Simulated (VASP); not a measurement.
# PbSe (Pm-3m) in VASP: a series of runs

The runs below take PbSe through single point, with LDA, PBEsol, PBE+D3(BJ).

All numbers are computed with VASP 6.6.1; they aren't measurements. Logs are shortened: lines on timing, memory, paths and dates and some standing lists are left out, and cuts for length are marked.

## 1. The cell of the first run

It takes space group Pm-3m (No. 221, cubic). Conventional cell: a = 3.784 Å, b = 3.784 Å, c = 3.784 Å, α = 90.00°, β = 90.00°, γ = 90.00°. Pb (site symmetry m-3m) has 8 Se at 3.28 Å and 6 Pb at 3.78 Å within 4.3 Å. Se (site symmetry m-3m) has 8 Pb at 3.28 Å and 6 Se at 3.78 Å within 4.3 Å.

## 2. Single point, LDA, non-collinear spin, zero start, spin-orbit coupling

File INCAR:

```
ALGO = Normal
EDIFF = 1E-6
ENCUT = 520
GGA_COMPAT = F
ISIF = 2
ISMEAR = -1
LASPH = T
LCHARG = F
LORBIT = 11
LORBMOM = T
LREAL = F
LSORBIT = T
LWAVE = F
MAGMOM = 0 0 0 0 0 0
NBANDS = 32
NELM = 150
PREC = Accurate
SIGMA = 0.05
```

File KPOINTS:

```
k-points
0
Gamma
  5 5 5
```

File POSCAR:

```
PbSe
1.0
    3.7843220000      0.0000000000      0.0000000000
    0.0000000000      3.7843220000      0.0000000000
    0.0000000000      0.0000000000      3.7843220000
Pb Se
1 1
Direct
    0.0000000000      0.0000000000      0.0000000000
    0.5000000000      0.5000000000      0.5000000000
```

Potentials or basis: VASP PAW LDA potentials, release 64 (Pb_d, Se).

Command:

```sh
$ cat potpaw_LDA.64/Pb_d/POTCAR potpaw_LDA.64/Se/POTCAR > POTCAR
$ mpirun -np 1 vasp_ncl > vasp.out
```

OUTCAR:

```text
EDIFF = 1E-6
   ENCUT = 520
   ISIF = 2
   ISMEAR = -1
   LASPH = T
   LORBIT = 11
   LREAL = F
   LSORBIT = T
   NELM = 150
   PREC = Accurate

 ion  position               nearest neighbor table
   1  0.000  0.000  0.000-   2 3.28   2 3.28   2 3.28   2 3.28   2 3.28   2 3.28   2 3.28   2 3.28

   2  0.500  0.500  0.500-   1 3.28   1 3.28   1 3.28   1 3.28   1 3.28   1 3.28   1 3.28   1 3.28

  LATTYP: Found a simple cubic cell.
 ALAT       =     3.7843220000

  Lattice vectors:

 A1 = (   3.7843220000,   0.0000000000,   0.0000000000)
 A2 = (   0.0000000000,   3.7843220000,   0.0000000000)
 A3 = (   0.0000000000,   0.0000000000,   3.7843220000)

Analysis of symmetry for initial positions (statically):
=====================================================================
 Subroutine PRICEL returns:
 Original cell was already a primitive cell.

 Routine SETGRP: Setting up the symmetry group for a
 simple cubic supercell.

 Subroutine GETGRP returns: Found 48 space group operations
 (whereof 48 operations were pure point group operations)
 out of a pool of 48 trial point group operations.

The static configuration has the point symmetry O_h .

Analysis of symmetry for dynamics (positions and initial velocities):
=====================================================================
 Subroutine PRICEL returns:
 Original cell was already a primitive cell.

 Routine SETGRP: Setting up the symmetry group for a
 simple cubic supercell.

 Subroutine GETGRP returns: Found 48 space group operations
 (whereof 48 operations were pure point group operations)
 out of a pool of 48 trial point group operations.

The dynamic configuration has the point symmetry O_h .

Analysis of structural, dynamic, and magnetic symmetry:
=====================================================================
 Subroutine PRICEL returns:
 Original cell was already a primitive cell.

 Routine SETGRP: Setting up the symmetry group for a
 simple cubic supercell.

 Subroutine GETGRP returns: Found 48 space group operations
 (whereof 48 operations were pure point group operations)
 out of a pool of 48 trial point group operations.

The overall configuration has the point symmetry O_h .

 Subroutine INISYM returns: Found 48 space group operations
 (whereof 48 operations are pure point group operations),
 and found     1 'primitive' translations

----------------------------------------------------------------------------------------

                                     Primitive cell

  volume of cell :      54.1956

  direct lattice vectors                    reciprocal lattice vectors
     3.784322000  0.000000000  0.000000000     0.264248127  0.000000000  0.000000000
     0.000000000  3.784322000  0.000000000     0.000000000  0.264248127  0.000000000
     0.000000000  0.000000000  3.784322000     0.000000000  0.000000000  0.264248127

  length of vectors
     3.784322000  3.784322000  3.784322000     0.264248127  0.264248127  0.264248127

  position of ions in fractional coordinates (direct lattice)
     0.000000000  0.000000000  0.000000000
     0.500000000  0.500000000  0.500000000

  ion indices of the primitive-cell ions
   primitive index   ion index
                 1           1
                 2           2

----------------------------------------------------------------------------------------

 KPOINTS: k-points

Automatic generation of k-mesh.
 Grid dimensions read from file:
 generate k-points for:    5    5    5

 Generating k-lattice:

  Cartesian coordinates                     Fractional coordinates (reciprocal lattice)
     0.052849625  0.000000000  0.000000000     0.200000000  0.000000000  0.000000000
     0.000000000  0.052849625  0.000000000     0.000000000  0.200000000  0.000000000
     0.000000000  0.000000000  0.052849625     0.000000000  0.000000000  0.200000000

  Length of vectors
     0.052849625  0.052849625  0.052849625

  Shift w.r.t. Gamma in fractional coordinates (k-lattice)
     0.000000000  0.000000000  0.000000000

 Subroutine IBZKPT returns following result:
 ===========================================

 Found     10 irreducible k-points:

 Following reciprocal coordinates:
            Coordinates               Weight
  0.000000  0.000000  0.000000      1.000000
  0.200000  0.000000  0.000000      6.000000
  0.400000  0.000000  0.000000      6.000000
  0.200000  0.200000  0.000000     12.000000
  0.400000  0.200000  0.000000     24.000000
  0.400000  0.400000  0.000000     12.000000
  0.200000  0.200000  0.200000      8.000000
  0.400000  0.200000  0.200000     24.000000
  0.400000  0.400000  0.200000     24.000000
  0.400000  0.400000  0.400000      8.000000
[... 24 lines left out ...]
   ISIF   =      2    stress and relaxation
   ISYM   =      2    0-nonsym 1-usesym 2-fastsym
   POTIM  = 0.5000    time-step for ionic-motion
   TEBEG  =    0.0;   TEEND  =   0.0 temperature during run
   PSTRESS=    0.0 pullay stress
   NELECT =      20.0000    total number of electrons
   NUPDOWN=      -1.0000    fix difference up-down
   EMIN   =  10.00;   EMAX   =-10.00  energy-range for DOS
   EFERMI =   0.00;   METHOD = LEGACY
   ISMEAR =    -1;   SIGMA  =   0.05  broadening in eV -4-tet -1-fermi 0-gaus
   EFERMI_NEDOS =   21; number of points for ismear=-14 and -15
   IALGO  =     38    algorithm
   IMIX   =      4    mixing-type and parameters
     AMIX     =   0.40;   BMIX     =  1.00
     AMIX_MAG =   1.60;   BMIX_MAG =  1.00
  volume/ion in A,a.u.               =      27.10       182.87
  Fermi-wavevector in a.u.,A,eV,Ry     =   1.174258  2.219025 18.760817  1.378881
  Thomas-Fermi vector in A             =   2.310658
   LORBIT       =     11    0 simple, 1 ext, 2 COOP (PROOUT), +10 PAW based schemes
   GGA     = CA    functional components
   LHFCALC =     F    Hartree Fock is set to
   AEXX    =    0.0000 exact exchange contribution
   IVDW    =     0    specifies the selected vdW correction
   LEPSILON=     F    determine dielectric tensor
   LRPA    =     F    only Hartree local field effects (RPA)
  energy-cutoff  :      520.00
  volume of cell :       54.20
 maximum number of plane-waves:      2944
   NGX = 15   NGY = 15   NGZ = 15

 number of electron      20.0000000 magnetization       0.0000000      0.0000000      0.0000000

 number of electron      20.0000006 magnetization       0.0000000     -0.0000000     -0.0000000

 number of electron      20.0000006 magnetization      -0.0000000      0.0000000      0.0000000

 Free energy of the ion-electron system (eV)
  ---------------------------------------------------
  ext. energy  EPLUGINS =         0.00000000
  ---------------------------------------------------
  free energy    TOTEN  =        -9.43534695 eV

  energy without entropy =       -9.42143899  energy(sigma->0) =       -9.42839297

 E-fermi :   5.0458     XC(G=0): -10.2345

 val. band max:        5.0289395189   @ k =   0.4000   0.4000   0.0000
 cond. band min:       5.7109101224   @ k =   0.4000   0.4000   0.4000
 fundamental gap:      0.6819706035
 Fermi energy:         5.0457793886

 k-point     1 :       0.0000    0.0000    0.0000
  band No.  band energies     occupation
      1     -13.0048      1.00000
      2     -13.0048      1.00000
      3     -13.0048      1.00000
      4     -13.0048      1.00000
      5     -10.4697      1.00000
      6     -10.4697      1.00000
[... 339 lines left out ...]
     31      17.6196      0.00000
     32      17.6196      0.00000

------------------------ aborting loop because EDIFF is reached ----------------------------------------

  FORCE on cell =-STRESS in cart. coord.  units (eV):
  Direction    XX          YY          ZZ          XY          YZ          ZX
  --------------------------------------------------------------------------------------
  -------------------------------------------------------------------------------------
  Total       -1.6445172     -1.6445172     -1.6445172     -0.0000000     -0.0000000      0.0000000
  in kB      -48.6166183    -48.6166183    -48.6166183     -0.0000000     -0.0000000      0.0000000
  external PRESSURE =     -48.6166183 kB  Pullay stress =       0.0000000 kB

 VOLUME and BASIS-vectors are now :
 -----------------------------------------------------------------------------
  energy-cutoff  :      520.00
  volume of cell :       54.20
      direct lattice vectors                 reciprocal lattice vectors
     3.784322000  0.000000000  0.000000000     0.264248127  0.000000000  0.000000000
     0.000000000  3.784322000  0.000000000     0.000000000  0.264248127  0.000000000
     0.000000000  0.000000000  3.784322000     0.000000000  0.000000000  0.264248127

 POSITION                                       TOTAL-FORCE (eV/Angst)
 -----------------------------------------------------------------------------------
      0.00000      0.00000      0.00000         0.000000      0.000000      0.000000
      1.89216      1.89216      1.89216         0.000000      0.000000      0.000000
 -----------------------------------------------------------------------------------
    total drift:                               -0.000000      0.000000     -0.000000

  FREE ENERGIE OF THE ION-ELECTRON SYSTEM (eV)
  ---------------------------------------------------
  free  energy   TOTEN  =        -9.4353469453 eV

  energy  without entropy=       -9.4214389915  energy(sigma->0) =       -9.42839297

 orbital moment (x)

 # of ion     p       d       tot
 ----------------------------------------
  1         0.000   0.000   0.000
  2        -0.000   0.000  -0.000
 ----------------------------------------
            0.000   0.000   0.000

 orbital moment (y)

 # of ion     p       d       tot
 ----------------------------------------
  1        -0.000  -0.000  -0.000
  2        -0.000  -0.000  -0.000
 ----------------------------------------
           -0.000  -0.000  -0.000

 orbital moment (z)

 # of ion     p       d       tot
 ----------------------------------------
  1         0.000  -0.000  -0.000
  2         0.000   0.000   0.000
 ----------------------------------------
            0.000  -0.000  -0.000

 Spin-Orbit-Coupling matrix elements

 Ion:    1  E_soc:     -0.9343522
 l=   1
     0.0000000    -0.0872879    -0.0872879
    -0.0872879     0.0000000    -0.0872879
    -0.0872879    -0.0872879     0.0000000
 l=   2
     0.0000000    -0.0136144     0.0000000    -0.0136144    -0.0548231
    -0.0136144     0.0000000    -0.0411173    -0.0136144    -0.0137058
     0.0000000    -0.0411173     0.0000000    -0.0411173     0.0000000
    -0.0136144    -0.0136144    -0.0411173     0.0000000    -0.0137058
    -0.0548231    -0.0137058     0.0000000    -0.0137058     0.0000000
 l=   3
     0.0000000     0.0000000     0.0000000     0.0000000     0.0000000     0.0000000     0.0000000
     0.0000000     0.0000000     0.0000000     0.0000000     0.0000000     0.0000000     0.0000000
     0.0000000     0.0000000     0.0000000     0.0000000     0.0000000     0.0000000     0.0000000
     0.0000000     0.0000000     0.0000000     0.0000000     0.0000000     0.0000000     0.0000000
     0.0000000     0.0000000     0.0000000     0.0000000     0.0000000     0.0000000     0.0000000
     0.0000000     0.0000000     0.0000000     0.0000000     0.0000000     0.0000000     0.0000000
     0.0000000     0.0000000     0.0000000     0.0000000     0.0000000     0.0000000     0.0000000

 Ion:    2  E_soc:     -0.0527403
 l=   1
     0.0000000    -0.0088073    -0.0088073
    -0.0088073     0.0000000    -0.0088073
    -0.0088073    -0.0088073     0.0000000
 l=   2
     0.0000000     0.0000149     0.0000000     0.0000149     0.0000023
     0.0000149     0.0000000     0.0000017     0.0000149     0.0000006
     0.0000000     0.0000017     0.0000000     0.0000017     0.0000000
     0.0000149     0.0000149     0.0000017     0.0000000     0.0000006
     0.0000023     0.0000006     0.0000000     0.0000006     0.0000000
 l=   3
     0.0000000     0.0000000     0.0000000     0.0000000     0.0000000     0.0000000     0.0000000
     0.0000000     0.0000000     0.0000000     0.0000000     0.0000000     0.0000000     0.0000000
     0.0000000     0.0000000     0.0000000     0.0000000     0.0000000     0.0000000     0.0000000
     0.0000000     0.0000000     0.0000000     0.0000000     0.0000000     0.0000000     0.0000000
     0.0000000     0.0000000     0.0000000     0.0000000     0.0000000     0.0000000     0.0000000
     0.0000000     0.0000000     0.0000000     0.0000000     0.0000000     0.0000000     0.0000000
     0.0000000     0.0000000     0.0000000     0.0000000     0.0000000     0.0000000     0.0000000

 total charge

# of ion       s       p       d       tot
------------------------------------------
    1        1.454   0.544   9.829  11.827
    2        1.489   2.251   0.016   3.755
--------------------------------------------------
tot          2.943   2.795   9.844  15.582

 magnetization (x)

# of ion       s       p       d       tot
------------------------------------------
    1        0.000   0.000   0.000   0.000
    2       -0.000   0.000  -0.000  -0.000
--------------------------------------------------
tot         -0.000   0.000   0.000   0.000

 magnetization (y)

# of ion       s       p       d       tot
------------------------------------------
    1        0.000  -0.000   0.000   0.000
    2        0.000  -0.000   0.000   0.000
--------------------------------------------------
tot          0.000  -0.000   0.000   0.000

 magnetization (z)

# of ion       s       p       d       tot
------------------------------------------
    1        0.000  -0.000  -0.000  -0.000
    2       -0.000  -0.000  -0.000  -0.000
--------------------------------------------------
tot          0.000  -0.000  -0.000  -0.000
```

Run time: 59 s. Hardware: 1 thread of Intel Xeon 6975P-C, shared host; peak memory 0.21 GiB.

Results:

| Item | Value |
| --- | --- |
| Free energy | -9.4353 eV |
| Pressure | -4.9 GPa |
| Net moment | 0.00 μB per cell |
| Valence electrons inside the program's atomic spheres | Pb 11.83; Se 3.75 |

Moments on the atoms (μB; x, y, z):
```
Pb  0.00 0.00 0.00
Se  0.00 0.00 0.00
```

## 3. Single point, PBEsol, non-collinear spin, zero start, spin-orbit coupling

File INCAR:

```
PREC = Accurate
ENCUT = 520
EDIFF = 1E-6
ISMEAR = -1
SIGMA = 0.05
LREAL = F
LASPH = T
NELM = 150
ALGO = Normal
ISIF = 2
LWAVE = F
LCHARG = T
LNONCOLLINEAR = T
MAGMOM = 0 0 0 0 0 0
LORBIT = 11
LSORBIT = T
GGA_COMPAT = F
LORBMOM = T
GGA = PS
LVHAR = T
NBANDS = 32
```

File KPOINTS:

```
regular mesh
0
Gamma
  5 5 5
```

POSCAR is that of step 2.

Potentials or basis: VASP PAW PBE potentials, release 64 (Pb_d, Se).

Command:

```sh
$ cat potpaw_PBE.64/Pb_d/POTCAR potpaw_PBE.64/Se/POTCAR > POTCAR
$ mpirun -np 1 vasp_ncl > vasp.out
```

Wall time 79 s (1 thread of Intel Xeon 6975P-C, shared host); peak memory 0.25 GiB.

It converged, with:

```
Free energy                                           : -8.9168 eV
Pressure                                              : -3.4 GPa
Net moment                                            : 0.00 μB per cell
Valence electrons inside the program's atomic spheres : Pb 11.81; Se 3.75
```

Moments on the atoms (μB; x, y, z):
```
Pb  0.00 0.00 0.00
Se  0.00 0.00 0.00
```

Caveat: the PAW data sets were made with another functional, which shifts forces and pressure a little.

## 4. Single point, PBE+D3(BJ)

This run uses another cell than the first one, of 25.80 Å³/atom, 0.952 times its volume.

File INCAR:

```
  PREC = Accurate
  ENCUT = 520
  EDIFF = 1E-6
  ISMEAR = -1
  SIGMA = 0.05
  LREAL = False
  LASPH = True
  NELM = 100
  ALGO = Normal
  ISIF = 2
  LWAVE = False
  LCHARG = False
  GGA = PE
  IVDW = 12
  NBANDS = 17
```

File KPOINTS:

```
regular mesh
0
Gamma
  7 7 7
```

File POSCAR:

```
PbSe
1.0
    3.7230815120      0.0000000000      0.0000000000
    0.0000000000      3.7230815120      0.0000000000
    0.0000000000      0.0000000000      3.7230815120
Pb Se
1 1
Direct
    0.0000000000      0.0000000000      0.0000000000
    0.5000000000      0.5000000000      0.5000000000
```

Command:

```sh
$ cat potpaw_PBE.64/Pb_d/POTCAR potpaw_PBE.64/Se/POTCAR > POTCAR
$ mpirun -np 1 vasp_std > vasp.out
```

Wall time 8.1 s (1 thread of Intel Xeon Platinum 8559C (Emerald Rapids), shared host); peak memory 0.17 GiB.

The run converged. Its results:

| Property | Result |
| --- | --- |
| Free energy | -8.5190 eV |
| Pressure | -0.1 GPa |
| Band gap on the k mesh | zero (band 10 reaches 5.87 eV, above the bottom of band 11 at 5.61 eV) |
| Dispersion energy per atom | -0.409 eV |

Levels at points of the mesh, in eV from the Fermi level:
```tsv
k point	band 6	band 7	band 8	band 9	band 10	band 11	band 12	band 13	band 14	band 15
(0.00, 0.00, 0.00)	-13.51	-6.92	-1.59	-1.59	-1.59	5.09	5.09	6.43	6.43	6.43
```

Caveat: spin-orbit coupling is left out, which moves the levels of the heavy elements; pairwise dispersion overbinds metals, which lowers pressure and volume.

## 5. Overview

```tsv
level	potentials or basis	spin	cell	k mesh	pressure (GPa)	moment (μB)
LDA	VASP PAW LDA potentials, release 64 (Pb_d, Se)	non-collinear, zero start, SOC	a = 3.784 Å, 2 atoms	5 × 5 × 5	-4.9	0.00
PBEsol	VASP PAW PBE potentials, release 64 (Pb_d, Se)	non-collinear, zero start, SOC	a = 3.784 Å, 2 atoms	5 × 5 × 5	-3.4	0.00
PBE+D3(BJ)	VASP PAW PBE potentials, release 64 (Pb_d, Se)	off	a = 3.723 Å, 2 atoms	7 × 7 × 7	-0.1	-
```

Alike in all rows: task single point; cutoff (eV) 520; smearing fermi-dirac 0.05 eV.

Caveats: the PAW data sets were made with another functional, which shifts forces and pressure a little (some runs); spin-orbit coupling is left out, which moves the levels of the heavy elements (some runs); pairwise dispersion overbinds metals, which lowers pressure and volume (some runs).

Total energies depend on the potentials used, so only differences within one code and one set of settings carry meaning.
